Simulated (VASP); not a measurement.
Crystal: CuO.

```
CELL_PARAMETERS angstrom
0.00000 2.13058 2.13058
2.13058 0.00000 2.13058
2.13058 2.13058 0.00000
ATOMIC_POSITIONS crystal
Cu 0.02950 0.02810 0.90803
O 0.47050 0.47190 0.59197
```

Base run:

* Program: VASP 6.6.1
* Functional: BLYP
* Potentials or basis: VASP PAW PBE potentials, release 64 (Cu, O)
* Cutoff: 520 eV
* k mesh: 11 × 11 × 11
* Occupations: fermi-dirac, width 0.05 eV
* Spin: no spin polarisation

Its results: band gap on the k mesh zero (an odd number of electrons rules out a gap without spin polarisation); pressure 22.3 GPa; largest force 0.964 eV/Å.

**Question.** The run is repeated on the same cell with these changes: functional from BLYP to RPBE. What comes out?

**Answer.** Band gap on the k mesh zero (an odd number of electrons rules out a gap without spin polarisation); pressure 20.5 GPa; largest force 0.981 eV/Å.

Caveats: the cell stands under pressure; the PAW data sets were made with another functional, which shifts forces and pressure a little; an odd number of electrons without spin polarisation forces a metal; a magnetic or distorted state may lie lower; semilocal functionals often make such compounds metallic where correlation or magnetic order opens a gap, which also shifts bond lengths.
